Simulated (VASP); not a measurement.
# Ti (Fm-3m) in VASP: notebook

Ti is run at these levels: PBE; tasks: single point.

Program: VASP 6.6.1. These are calculated values, not measurements. Logs are shortened: lines on timing, memory, paths and dates and some standing lists are left out, and cuts for length are marked.

**1. The cell of the first run**

The structure is cubic, space group Fm-3m (No. 225). Conventional cell: a = 4.112 Å, b = 4.112 Å, c = 4.112 Å, α = 90.00°, β = 90.00°, γ = 90.00°. Within 3.8 Å of Ti (site symmetry m-3m) lie 12 Ti at 2.91 Å.

**2. Single point, PBE, non-collinear spin, zero start, spin-orbit coupling**

Input file INCAR:

```
SYSTEM = Ti
PREC     = Accurate       ! precision mode
ENCUT    = 520            ! plane-wave cutoff, eV
EDIFF    = 1E-6           ! SCF threshold, eV
ISMEAR   = 0              ! smearing method
SIGMA    = 0.05           ! smearing width, eV
LREAL    = .False.        ! projectors in reciprocal space
LASPH    = .True.         ! aspherical terms in the spheres
NELM     = 150            ! most SCF steps
ALGO     = Normal         ! electronic algorithm
ISIF     = 2              ! what is computed and relaxed
LWAVE    = .False.        ! write WAVECAR
LCHARG   = .True.         ! write CHGCAR
MAGMOM   = 0 0 0          ! initial moments
LORBIT   = 11             ! projections on sites
LSORBIT  = .True.         ! spin-orbit coupling
GGA_COMPAT= .False.      
LORBMOM  = .True.       
LMAXMIX  = 4              ! l up to which the mixer works
GGA      = PE             ! functional
LVHAR    = .True.       
NBANDS   = 23             ! bands
```

Input file KPOINTS:

```
regular mesh
0
Gamma
  18 18 18
  0 0 0
```

Input file POSCAR:

```
Ti
1.0
    0.0000000000      2.0562269165      2.0562269165
    2.0562269165      0.0000000000      2.0562269165
    2.0562269165      2.0562269165      0.0000000000
Ti
1
Direct
    0.0000000000      0.0000000000      0.0000000000
```

Potentials or basis: VASP PAW PBE potentials, release 64 (Ti_sv).

On the command line:

```console
$ cat potpaw_PBE.64/Ti_sv/POTCAR > POTCAR
$ mpirun -np 1 vasp_ncl > vasp.out
```

OUTCAR:

```text
SYSTEM = Ti
   PREC = Accurate
   ENCUT = 520
   EDIFF = 1E-6
   ISMEAR = 0
   LREAL = .False.
   LASPH = .True.
   NELM = 150
   ISIF = 2
   LORBIT = 11
   LSORBIT = .True.
   GGA = PE

 ion  position               nearest neighbor table
   1  0.000  0.000  0.000-

  LATTYP: Found a face centered cubic cell.
 ALAT       =     4.1124538330

  Lattice vectors:

 A1 = (   0.0000000000,   2.0562269165,   2.0562269165)
 A2 = (   2.0562269165,   0.0000000000,   2.0562269165)
 A3 = (   2.0562269165,   2.0562269165,   0.0000000000)

Analysis of symmetry for initial positions (statically):
=====================================================================
 Subroutine PRICEL returns:
 Original cell was already a primitive cell.

 Routine SETGRP: Setting up the symmetry group for a
 face centered cubic supercell.

 Subroutine GETGRP returns: Found 48 space group operations
 (whereof 48 operations were pure point group operations)
 out of a pool of 48 trial point group operations.

The static configuration has the point symmetry O_h .

Analysis of symmetry for dynamics (positions and initial velocities):
=====================================================================
 Subroutine PRICEL returns:
 Original cell was already a primitive cell.

 Routine SETGRP: Setting up the symmetry group for a
 face centered cubic supercell.

 Subroutine GETGRP returns: Found 48 space group operations
 (whereof 48 operations were pure point group operations)
 out of a pool of 48 trial point group operations.

The dynamic configuration has the point symmetry O_h .

Analysis of structural, dynamic, and magnetic symmetry:
=====================================================================
 Subroutine PRICEL returns:
 Original cell was already a primitive cell.

 Routine SETGRP: Setting up the symmetry group for a
 face centered cubic supercell.

 Subroutine GETGRP returns: Found 48 space group operations
 (whereof 48 operations were pure point group operations)
 out of a pool of 48 trial point group operations.

The overall configuration has the point symmetry O_h .

 Subroutine INISYM returns: Found 48 space group operations
 (whereof 48 operations are pure point group operations),
 and found     1 'primitive' translations

----------------------------------------------------------------------------------------

                                     Primitive cell

  volume of cell :      17.3877

  direct lattice vectors                    reciprocal lattice vectors
     0.000000000  2.056226917  2.056226917    -0.243163824  0.243163824  0.243163824
     2.056226917  0.000000000  2.056226917     0.243163824 -0.243163824  0.243163824
     2.056226917  2.056226917  0.000000000     0.243163824  0.243163824 -0.243163824

  length of vectors
     2.907943993  2.907943993  2.907943993     0.421172098  0.421172098  0.421172098

  position of ions in fractional coordinates (direct lattice)
     0.000000000  0.000000000  0.000000000

  ion indices of the primitive-cell ions
   primitive index   ion index
                 1           1

----------------------------------------------------------------------------------------

 KPOINTS: regular mesh

Automatic generation of k-mesh.
 Grid dimensions read from file:
 generate k-points for:   18   18   18

 Generating k-lattice:

  Cartesian coordinates                     Fractional coordinates (reciprocal lattice)
    -0.013509101  0.013509101  0.013509101     0.055555556  0.000000000  0.000000000
     0.013509101 -0.013509101  0.013509101     0.000000000  0.055555556  0.000000000
     0.013509101  0.013509101 -0.013509101     0.000000000  0.000000000  0.055555556

  Length of vectors
     0.023398450  0.023398450  0.023398450

  Shift w.r.t. Gamma in fractional coordinates (k-lattice)
     0.000000000  0.000000000  0.000000000

[... 43 lines left out ...]
   ICHARG =      2    charge: 1-file 2-atom 10-const
   ISPIN  =      1    spin polarized calculation?
   LNONCOLLINEAR =      T non collinear calculations
   LSORBIT =      T    spin-orbit coupling
   LASPH  =      T    aspherical Exc in radial PAW
   ENCUT  =  520.0 eV  38.22 Ry    6.18 a.u.   5.41  5.41  5.41*2*pi/ulx,y,z
   NELM   =    150;   NELMIN=  2; NELMDL= -5     # of ELM steps
   EDIFF  = 0.1E-05   stopping-criterion for ELM
   LREAL  =      F    real-space projection
   EDIFFG = 0.1E-04   stopping-criterion for IOM
   NSW    =      0    number of steps for IOM
   IBRION =     -1    ionic relax: 0-MD 1-quasi-New 2-CG
   NFREE  =      0    steps in history (QN), initial steepest desc. (CG)
   ISIF   =      2    stress and relaxation
   ISYM   =      2    0-nonsym 1-usesym 2-fastsym
   POTIM  = 0.5000    time-step for ionic-motion
   TEBEG  =    0.0;   TEEND  =   0.0 temperature during run
   PSTRESS=    0.0 pullay stress
   NELECT =      12.0000    total number of electrons
   NUPDOWN=      -1.0000    fix difference up-down
   EMIN   =  10.00;   EMAX   =-10.00  energy-range for DOS
   EFERMI =   0.00;   METHOD = LEGACY
   ISMEAR =     0;   SIGMA  =   0.05  broadening in eV -4-tet -1-fermi 0-gaus
   EFERMI_NEDOS =   21; number of points for ismear=-14 and -15
   IALGO  =     38    algorithm
   IMIX   =      4    mixing-type and parameters
     AMIX     =   0.40;   BMIX     =  1.00
     AMIX_MAG =   1.60;   BMIX_MAG =  1.00
  volume/ion in A,a.u.               =      17.39       117.34
  Fermi-wavevector in a.u.,A,eV,Ry     =   1.446730  2.733924 28.477378  2.093028
  Thomas-Fermi vector in A             =   2.564766
   LORBIT       =     11    0 simple, 1 ext, 2 COOP (PROOUT), +10 PAW based schemes
   GGA     = PE    functional components
   LHFCALC =     F    Hartree Fock is set to
   AEXX    =    0.0000 exact exchange contribution
   IVDW    =     0    specifies the selected vdW correction
   LEPSILON=     F    determine dielectric tensor
   LRPA    =     F    only Hartree local field effects (RPA)
 Gauss-broadening in eV      SIGMA  =   0.05
  energy-cutoff  :      520.00
  volume of cell :       17.39
 maximum number of plane-waves:       978
 NGX is ok and might be reduce to    24
   NGX = 11   NGY = 11   NGZ = 11

 number of electron      12.0000000 magnetization       0.0000000      0.0000000      0.0000000

 number of electron      12.0000002 magnetization      -0.0000000     -0.0000000     -0.0000000

 number of electron      12.0000002 magnetization       0.0000000     -0.0000000      0.0000000

 number of electron      12.0000002 magnetization      -0.0000000      0.0000000     -0.0000000

 Free energy of the ion-electron system (eV)
  ---------------------------------------------------
  ext. energy  EPLUGINS =         0.00000000
  ---------------------------------------------------
  free energy    TOTEN  =        -7.78425627 eV

  energy without entropy =       -7.78193397  energy(sigma->0) =       -7.78309512

 E-fermi :   8.2083     XC(G=0): -11.4938

 val. band max:        8.2034357294   @ k =  -0.3889   0.3889   0.1667
 cond. band min:       8.2174787451   @ k =   0.2778   0.0000   0.0000
 fundamental gap:      0.0140430158
 Fermi energy:         8.2083133590

 k-point     1 :       0.0000    0.0000    0.0000
  band No.  band energies     occupation
      1     -48.5055      1.00000
      2     -48.5055      1.00000
      3     -24.8096      1.00000
      4     -24.8096      1.00000
      5     -24.1457      1.00000
      6     -24.1457      1.00000
[... 613 lines left out ...]
     22      21.4165      0.00000
     23      24.1319      0.00000

 [... further k-points ...]
[... 5 lines left out ...]
  --------------------------------------------------------------------------------------
  -------------------------------------------------------------------------------------
  Total       -0.0477425     -0.0477425     -0.0477425      0.0000000     -0.0000000     -0.0000000
  in kB       -4.3991881     -4.3991881     -4.3991881      0.0000000     -0.0000000     -0.0000000
  external PRESSURE =      -4.3991881 kB  Pullay stress =       0.0000000 kB

 VOLUME and BASIS-vectors are now :
 -----------------------------------------------------------------------------
  energy-cutoff  :      520.00
  volume of cell :       17.39
      direct lattice vectors                 reciprocal lattice vectors
     0.000000000  2.056226917  2.056226917    -0.243163824  0.243163824  0.243163824
     2.056226917  0.000000000  2.056226917     0.243163824 -0.243163824  0.243163824
     2.056226917  2.056226917  0.000000000     0.243163824  0.243163824 -0.243163824

 POSITION                                       TOTAL-FORCE (eV/Angst)
 -----------------------------------------------------------------------------------
      0.00000      0.00000      0.00000         0.000000      0.000000      0.000000
 -----------------------------------------------------------------------------------
    total drift:                                0.000000      0.000000     -0.000000

  FREE ENERGIE OF THE ION-ELECTRON SYSTEM (eV)
  ---------------------------------------------------
  free  energy   TOTEN  =        -7.7842562685 eV

  energy  without entropy=       -7.7819339721  energy(sigma->0) =       -7.78309512

 orbital moment (x)

 # of ion     p       d       tot
 ----------------------------------------
  1         0.000   0.000   0.000
 ----------------------------------------
            0.000   0.000   0.000

 orbital moment (y)

 # of ion     p       d       tot
 ----------------------------------------
  1        -0.000  -0.000  -0.000
 ----------------------------------------
           -0.000  -0.000  -0.000

 orbital moment (z)

 # of ion     p       d       tot
 ----------------------------------------
  1         0.000  -0.000  -0.000
 ----------------------------------------
            0.000  -0.000  -0.000

 Spin-Orbit-Coupling matrix elements

 Ion:    1  E_soc:     -0.0110709
 l=   1
     0.0000000    -0.0017503    -0.0017503
    -0.0017503     0.0000000    -0.0017503
    -0.0017503    -0.0017503     0.0000000
 l=   2
     0.0000000    -0.0000210     0.0000000    -0.0000210    -0.0000738
    -0.0000210     0.0000000    -0.0000554    -0.0000210    -0.0000185
     0.0000000    -0.0000554     0.0000000    -0.0000554     0.0000000
    -0.0000210    -0.0000210    -0.0000554     0.0000000    -0.0000185
    -0.0000738    -0.0000185     0.0000000    -0.0000185     0.0000000
 l=   3
     0.0000000     0.0000000     0.0000000     0.0000000     0.0000000     0.0000000     0.0000000
     0.0000000     0.0000000     0.0000000     0.0000000     0.0000000     0.0000000     0.0000000
     0.0000000     0.0000000     0.0000000     0.0000000     0.0000000     0.0000000     0.0000000
     0.0000000     0.0000000     0.0000000     0.0000000     0.0000000     0.0000000     0.0000000
     0.0000000     0.0000000     0.0000000     0.0000000     0.0000000     0.0000000     0.0000000
     0.0000000     0.0000000     0.0000000     0.0000000     0.0000000     0.0000000     0.0000000
     0.0000000     0.0000000     0.0000000     0.0000000     0.0000000     0.0000000     0.0000000

 total charge

# of ion       s       p       d       tot
------------------------------------------
    1        2.246   6.119   1.888  10.253

 magnetization (x)

# of ion       s       p       d       tot
------------------------------------------
    1        0.000  -0.000   0.000   0.000

 magnetization (y)

# of ion       s       p       d       tot
------------------------------------------
    1        0.000  -0.000  -0.000  -0.000

 magnetization (z)

# of ion       s       p       d       tot
------------------------------------------
    1        0.000   0.000  -0.000  -0.000
```

It took 3 min on 1 thread of Intel Xeon Platinum 8259CL at 2.50GHz (Skylake/Cascade Lake), shared host; peak memory 0.27 GiB.

What came out:

- Free energy: -7.7843 eV
- Pressure: -0.4 GPa
- Net moment: 0.00 μB per cell
- Valence electrons inside the program's atomic spheres: Ti 10.25

Moments on the atoms (μB; x, y, z):
```
Ti  0.00 0.00 0.00
```

[end of part 1 of 2]
